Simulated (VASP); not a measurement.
Here is a VASP 6.6.1 calculation.

The input INCAR:

```
PREC = Accurate
ENCUT = 500
EDIFF = 1E-6
ISMEAR = 0
SIGMA = 0.15
LREAL = False
LASPH = True
NELM = 120
ALGO = Normal
ISIF = 2
LWAVE = False
LCHARG = True
GGA = CA
LELF = True
LVHAR = True
NBANDS = 18
GGA_COMPAT = False
```

File KPOINTS:

```
regular mesh
0
Gamma
  12 12 12
```

POSCAR

```
SrCd
1.0
    4.0030000000      0.0000000000      0.0000000000
    0.0000000000      4.0030000000      0.0000000000
    0.0000000000      0.0000000000      4.0030000000
Sr Cd
1 1
Direct
    0.5000000000      0.5000000000      0.5000000000
    0.0000000000      0.0000000000      0.0000000000
```

Potentials or basis: VASP PAW LDA potentials, release 64 (Sr_sv, Cd).

The run is started by

```bash
$ cat potpaw_LDA.64/Sr_sv/POTCAR potpaw_LDA.64/Cd/POTCAR > POTCAR
$ mpirun -np 1 vasp_std > vasp.out
```

(1) What does it give for the band gap on the k mesh?

(2) Estimate the pressure.

## Answers

(1) zero (band 11 reaches 3.39 eV, above the bottom of band 12 at 1.28 eV).

(2) -2.0 GPa.
